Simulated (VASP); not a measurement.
# Ti in VASP: notebook

The runs below take Ti through single point, with PBEsol.

All numbers are computed with VASP 6.6.1; they aren't measurements. Logs are shortened: lines on timing, memory, paths and dates and some standing lists are left out, and cuts for length are marked.

### Step 1. The cell of the first run

Symmetry: I4/mmm, No. 139, tetragonal system. Conventional cell: a = 3.186 Å, b = 3.186 Å, c = 3.307 Å, α = 90.00°, β = 90.00°, γ = 90.00°. Within 3.7 Å of Ti (site symmetry 4/mmm) lie 14 Ti at 2.79 to 3.31 Å.

### Step 2. Single point, PBEsol (uniaxial strain along c: +3.0 %)

Input file INCAR:

```
PREC = Accurate
ENCUT = 500
EDIFF = 1E-6
ISMEAR = 0
SIGMA = 0.1
LREAL = F
LASPH = T
NELM = 120
ALGO = Normal
ISIF = 2
LWAVE = F
LCHARG = T
GGA = PS
LELF = T
LVHAR = T
NBANDS = 19
GGA_COMPAT = F
```

Input file KPOINTS:

```
Automatic mesh
0
Gamma
  16 16 16
```

Input file POSCAR:

```
Ti
1.0
    3.1861553848      0.0000000000      0.0000000000
    0.0000000000      3.1861553848      0.0000000000
    0.0000000000      0.0000000000      3.3065390895
Ti
2
Direct
    0.0000000000      0.0000000000      0.0000000000
    0.5000000000      0.5000000000      0.5000000000
```

Potentials or basis: VASP PAW PBE potentials, release 64 (Ti_sv).

Started as:

```
$ cat potpaw_PBE.64/Ti_sv/POTCAR > POTCAR
$ mpirun -np 1 vasp_std > vasp.out
```

OUTCAR:

```text
PREC = Accurate
   ENCUT = 500
   EDIFF = 1E-6
   ISMEAR = 0
   LREAL = F
   LASPH = T
   NELM = 120
   ISIF = 2
   GGA = PS

 ion  position               nearest neighbor table
   1  0.000  0.000  0.000-   2 2.79   2 2.79   2 2.79   2 2.79   2 2.79   2 2.79   2 2.79   2 2.79

   2  0.500  0.500  0.500-   1 2.79   1 2.79   1 2.79   1 2.79   1 2.79   1 2.79   1 2.79   1 2.79

  LATTYP: Found a simple tetragonal cell.
 ALAT       =     3.1861553848
 C/A-ratio  =     1.0377833753

  Lattice vectors:

 A1 = (   3.1861553848,   0.0000000000,   0.0000000000)
 A2 = (   0.0000000000,   3.1861553848,   0.0000000000)
 A3 = (   0.0000000000,   0.0000000000,   3.3065390895)

Analysis of symmetry for initial positions (statically):
=====================================================================
 Subroutine PRICEL returns following result:

  LATTYP: Found a body centered tetragonal cell.
 ALAT       =     3.1861553848
 C/A-ratio  =     1.0377833753

  Lattice vectors:

 A1 = (  -1.5930776924,  -1.5930776924,  -1.6532695448)
 A2 = (   1.5930776924,   1.5930776924,  -1.6532695448)
 A3 = (   1.5930776924,  -1.5930776924,   1.6532695448)

   2 primitive cells build up your supercell.

 Routine SETGRP: Setting up the symmetry group for a
 simple tetragonal supercell.

 Subroutine GETGRP returns: Found 16 space group operations
 (whereof 16 operations were pure point group operations)
 out of a pool of 16 trial point group operations.

The static configuration has the point symmetry D_4h.

Analysis of symmetry for dynamics (positions and initial velocities):
=====================================================================
 Subroutine PRICEL returns following result:

  LATTYP: Found a body centered tetragonal cell.
 ALAT       =     3.1861553848
 C/A-ratio  =     1.0377833753

  Lattice vectors:

 A1 = (  -1.5930776924,  -1.5930776924,  -1.6532695448)
 A2 = (   1.5930776924,   1.5930776924,  -1.6532695448)
 A3 = (   1.5930776924,  -1.5930776924,   1.6532695448)

   2 primitive cells build up your supercell.

 Routine SETGRP: Setting up the symmetry group for a
 simple tetragonal supercell.

 Subroutine GETGRP returns: Found 16 space group operations
 (whereof 16 operations were pure point group operations)
 out of a pool of 16 trial point group operations.

The dynamic configuration has the point symmetry D_4h.

 Subroutine INISYM returns: Found 16 space group operations
 (whereof 16 operations are pure point group operations),
 and found     2 'primitive' translations

----------------------------------------------------------------------------------------

                                     Primitive cell

  volume of cell :      16.7833

  direct lattice vectors                    reciprocal lattice vectors
    -1.593077692 -1.593077692 -1.653269545     0.000000000 -0.313857888 -0.302431023
     1.593077692  1.593077692 -1.653269545     0.313857888  0.000000000 -0.302431023
     1.593077692 -1.593077692  1.653269545     0.313857888 -0.313857888  0.000000000

  length of vectors
     2.794475488  2.794475488  2.794475488     0.435856969  0.435856969  0.443862082

  position of ions in fractional coordinates (direct lattice)
     0.000000000  0.000000000  0.000000000

  ion indices of the primitive-cell ions
   primitive index   ion index
                 1           1

----------------------------------------------------------------------------------------

 KPOINTS: Automatic mesh

Automatic generation of k-mesh.
 Grid dimensions read from file:
 generate k-points for:   16   16   16

 Generating k-lattice:

  Cartesian coordinates                     Fractional coordinates (reciprocal lattice)
     0.019616118  0.000000000  0.000000000     0.062500000  0.000000000  0.000000000
     0.000000000  0.019616118  0.000000000     0.000000000  0.062500000  0.000000000
     0.000000000  0.000000000  0.018901939     0.000000000  0.000000000  0.062500000

  Length of vectors
     0.019616118  0.019616118  0.018901939

  Shift w.r.t. Gamma in fractional coordinates (k-lattice)
     0.000000000  0.000000000  0.000000000

 Subroutine IBZKPT returns following result:
 ===========================================

 Found    405 irreducible k-points:

 Following reciprocal coordinates:
            Coordinates               Weight
  0.000000  0.000000  0.000000      1.000000
  0.062500  0.000000  0.000000      4.000000
  0.125000  0.000000  0.000000      4.000000
  0.187500  0.000000  0.000000      4.000000
  0.250000  0.000000  0.000000      4.000000
  0.312500  0.000000  0.000000      4.000000
[... 16 lines left out ...]
  0.437500  0.125000  0.000000      8.000000
  0.500000  0.125000  0.000000      4.000000
 [... further k-points ...]
   k-points           NKPTS =    405   k-points in BZ     NKDIM =    405   number of bands    NBANDS=     19
   number of dos      NEDOS =    301   number of ions     NIONS =      2
   total plane-waves  NPLWV =  13824
   dimension x,y,z NGX =    24 NGY =   24 NGZ =   24
   dimension x,y,z NGXF=    48 NGYF=   48 NGZF=   48
   ions per type =               2
   NGX,Y,Z   is equivalent  to a cutoff of  12.52, 12.52, 12.07 a.u.
   NGXF,Y,Z  is equivalent  to a cutoff of  25.05, 25.05, 24.13 a.u.
 SYSTEM =  unknown system
   PREC   = accura    normal or accurate (medium, high low for compatibility)
   ISTART =      0    job   : 0-new  1-cont  2-samecut
   ICHARG =      2    charge: 1-file 2-atom 10-const
   ISPIN  =      1    spin polarized calculation?
   LNONCOLLINEAR =      F non collinear calculations
   LSORBIT =      F    spin-orbit coupling
   LASPH  =      T    aspherical Exc in radial PAW
   ENCUT  =  500.0 eV  36.75 Ry    6.06 a.u.   5.81  5.81  6.03*2*pi/ulx,y,z
   NELM   =    120;   NELMIN=  2; NELMDL= -5     # of ELM steps
   EDIFF  = 0.1E-05   stopping-criterion for ELM
   LREAL  =      F    real-space projection
   EDIFFG = 0.1E-04   stopping-criterion for IOM
   NSW    =      0    number of steps for IOM
   IBRION =     -1    ionic relax: 0-MD 1-quasi-New 2-CG
   NFREE  =      0    steps in history (QN), initial steepest desc. (CG)
   ISIF   =      2    stress and relaxation
   ISYM   =      2    0-nonsym 1-usesym 2-fastsym
   POTIM  = 0.5000    time-step for ionic-motion
   TEBEG  =    0.0;   TEEND  =   0.0 temperature during run
   PSTRESS=    0.0 pullay stress
   NELECT =      24.0000    total number of electrons
   NUPDOWN=      -1.0000    fix difference up-down
   EMIN   =  10.00;   EMAX   =-10.00  energy-range for DOS
   EFERMI =   0.00;   METHOD = LEGACY
   ISMEAR =     0;   SIGMA  =   0.10  broadening in eV -4-tet -1-fermi 0-gaus
   EFERMI_NEDOS =   21; number of points for ismear=-14 and -15
   IALGO  =     38    algorithm
   IMIX   =      4    mixing-type and parameters
     AMIX     =   0.40;   BMIX     =  1.00
     AMIX_MAG =   1.60;   BMIX_MAG =  1.00
  volume/ion in A,a.u.               =      16.78       113.26
  Fermi-wavevector in a.u.,A,eV,Ry     =   1.463893  2.766357 29.157057  2.142983
  Thomas-Fermi vector in A             =   2.579934
   LORBIT       =      0    0 simple, 1 ext, 2 COOP (PROOUT), +10 PAW based schemes
   GGA     = PS    functional components
   LHFCALC =     F    Hartree Fock is set to
   AEXX    =    0.0000 exact exchange contribution
   IVDW    =     0    specifies the selected vdW correction
   LEPSILON=     F    determine dielectric tensor
   LRPA    =     F    only Hartree local field effects (RPA)
 non-spin polarized calculation
 Gauss-broadening in eV      SIGMA  =   0.10
  energy-cutoff  :      500.00
  volume of cell :       33.57
 maximum number of plane-waves:       876
 NGX is ok and might be reduce to    24
   NGX = 11   NGY = 11   NGZ = 13

 number of electron      23.9999990 magnetization

 Free energy of the ion-electron system (eV)
  ---------------------------------------------------
  ext. energy  EPLUGINS =         0.00000000
  ---------------------------------------------------
  free energy    TOTEN  =       -16.48044525 eV

  energy without entropy =      -16.45885656  energy(sigma->0) =      -16.46965090

 E-fermi :   8.3194     XC(G=0): -11.7962

 val. band max:        8.3172395629   @ k =   0.4375   0.1875   0.0625
 cond. band min:       8.3203944421   @ k =   0.3125   0.2500   0.1875
 fundamental gap:      0.0031548792
 Fermi energy:         8.3193948317

 k-point     1 :       0.0000    0.0000    0.0000
  band No.  band energies     occupation
      1     -47.9156      2.00000
      2     -47.6555      2.00000
      3     -24.3792      2.00000
      4     -24.3242      2.00000
      5     -24.3242      2.00000
      6     -23.8239      2.00000
[... 11 lines left out ...]
     18      12.4474      0.00000
     19      12.4474      0.00000

 k-point     2 :       0.0625    0.0000    0.0000
  band No.  band energies     occupation
      1     -47.9126      2.00000
      2     -47.6575      2.00000
      3     -24.3735      2.00000
      4     -24.3255      2.00000
      5     -24.3190      2.00000
      6     -23.8351      2.00000
[... 11 lines left out ...]
     18      12.2795      0.00000
     19      12.4119      0.00000

 k-point     3 :       0.1250    0.0000    0.0000
  band No.  band energies     occupation
      1     -47.9038      2.00000
      2     -47.6634      2.00000
      3     -24.3566      2.00000
      4     -24.3287      2.00000
      5     -24.3037      2.00000
      6     -23.8675      2.00000
[... 11 lines left out ...]
     18      11.9131      0.00000
     19      12.3076      0.00000

 k-point     4 :       0.1875    0.0000    0.0000
  band No.  band energies     occupation
      1     -47.8897      2.00000
      2     -47.6733      2.00000
      3     -24.3317      2.00000
      4     -24.3294      2.00000
      5     -24.2790      2.00000
      6     -23.9176      2.00000
[... 11 lines left out ...]
     18      11.4821      0.00000
     19      12.1403      0.00000

 k-point     5 :       0.2500    0.0000    0.0000
  band No.  band energies     occupation
      1     -47.8710      2.00000
      2     -47.6869      2.00000
      3     -24.3314      2.00000
      4     -24.2929      2.00000
      5     -24.2460      2.00000
      6     -23.9802      2.00000
[... 11 lines left out ...]
     18      11.4896      0.00000
     19      11.9189      0.00000

 k-point     6 :       0.3125    0.0000    0.0000
  band No.  band energies     occupation
      1     -47.8489      2.00000
      2     -47.7041      2.00000
      3     -24.3244      2.00000
      4     -24.2489      2.00000
      5     -24.2062      2.00000
      6     -24.0493      2.00000
[... 11 lines left out ...]
     18      11.6548      0.00000
     19      11.6574      0.00000

 k-point     7 :       0.3750    0.0000    0.0000
  band No.  band energies     occupation
      1     -47.8242      2.00000
      2     -47.7245      2.00000
      3     -24.3076      2.00000
      4     -24.1991      2.00000
      5     -24.1613      2.00000
      6     -24.1185      2.00000
[... 11 lines left out ...]
     18      11.3608      0.00000
     19      11.8316      0.00000

 k-point     8 :       0.4375    0.0000    0.0000
  band No.  band energies     occupation
      1     -47.7984      2.00000
      2     -47.7475      2.00000
      3     -24.2786      2.00000
      4     -24.1823      2.00000
      5     -24.1458      2.00000
      6     -24.1132      2.00000
[... 256 lines left out ...]
 k-point    20 :       0.2500    0.1250    0.0000
  band No.  band energies     occupation
      1     -47.8621      2.00000
      2     -47.6919      2.00000
      3     -24.3882      2.00000
      4     -24.2761      2.00000
      5     -24.1828      2.00000
      6     -24.0673      2.00000
[... 11 lines left out ...]
     18      11.3972      0.00000
     19      12.3337      0.00000

 k-point    21 :       0.3125    0.1250    0.0000
  band No.  band energies     occupation
      1     -47.8413      2.00000
      2     -47.7075      2.00000
      3     -24.3895      2.00000
      4     -24.2351      2.00000
      5     -24.1398      2.00000
      6     -24.1383      2.00000
[... 11 lines left out ...]
     18      11.5829      0.00000
     19      12.1248      0.00000

 k-point    22 :       0.3750    0.1250    0.0000
  band No.  band energies     occupation
      1     -47.8183      2.00000
      2     -47.7262      2.00000
      3     -24.3795      2.00000
      4     -24.2070      2.00000
      5     -24.1888      2.00000
      6     -24.0940      2.00000
[... 11 lines left out ...]
     18      11.7703      0.00000
     19      11.8647      0.00000

 k-point    23 :       0.4375    0.1250    0.0000
  band No.  band energies     occupation
      1     -47.7943      2.00000
      2     -47.7473      2.00000
      3     -24.3562      2.00000
      4     -24.2685      2.00000
      5     -24.1393      2.00000
      6     -24.0469      2.00000
[... 11 lines left out ...]
     18      11.5729      0.00000
     19      11.9706      0.00000

 k-point    24 :       0.5000    0.1250    0.0000
  band No.  band energies     occupation
      1     -47.7703      2.00000
      2     -47.7703      2.00000
      3     -24.3190      2.00000
      4     -24.3190      2.00000
      5     -24.0886      2.00000
      6     -24.0886      2.00000
[... 11 lines left out ...]
     18      11.2655      0.00000
     19      12.2287      0.00000

 [... further k-points ...]
[... 5 lines left out ...]
  --------------------------------------------------------------------------------------
  -------------------------------------------------------------------------------------
  Total       -0.4358188     -0.4358188     -0.3210397      0.0000000     -0.0000000      0.0000000
  in kB      -20.8021850    -20.8021850    -15.3236341      0.0000000     -0.0000000      0.0000000
  external PRESSURE =     -18.9760013 kB  Pullay stress =       0.0000000 kB

 VOLUME and BASIS-vectors are now :
 -----------------------------------------------------------------------------
  energy-cutoff  :      500.00
  volume of cell :       33.57
      direct lattice vectors                 reciprocal lattice vectors
     3.186155385  0.000000000  0.000000000     0.313857888  0.000000000  0.000000000
     0.000000000  3.186155385  0.000000000     0.000000000  0.313857888  0.000000000
     0.000000000  0.000000000  3.306539090     0.000000000  0.000000000  0.302431023

 POSITION                                       TOTAL-FORCE (eV/Angst)
 -----------------------------------------------------------------------------------
      0.00000      0.00000      0.00000        -0.000000     -0.000000     -0.000000
      1.59308      1.59308      1.65327         0.000000      0.000000      0.000000
 -----------------------------------------------------------------------------------
    total drift:                                0.000000      0.000000     -0.000000

  FREE ENERGIE OF THE ION-ELECTRON SYSTEM (eV)
  ---------------------------------------------------
  free  energy   TOTEN  =       -16.4804452465 eV

  energy  without entropy=      -16.4588565613  energy(sigma->0) =      -16.46965090
```

Wall time 3 min (1 thread of Intel Xeon 8259CL, shared host); peak memory 0.3 GiB.

Results:

- Free energy: -16.4804 eV
- Pressure: -1.9 GPa
- Band gap on the k mesh: zero (band 12 reaches 9.33 eV, above the bottom of band 13 at 7.74 eV)

Caveat: the cell differs from its parent crystal (uniaxial strain along c: +3.0 %); the PAW data sets were made with another functional, which shifts forces and pressure a little.

(Part 1 of 3 ends here.)
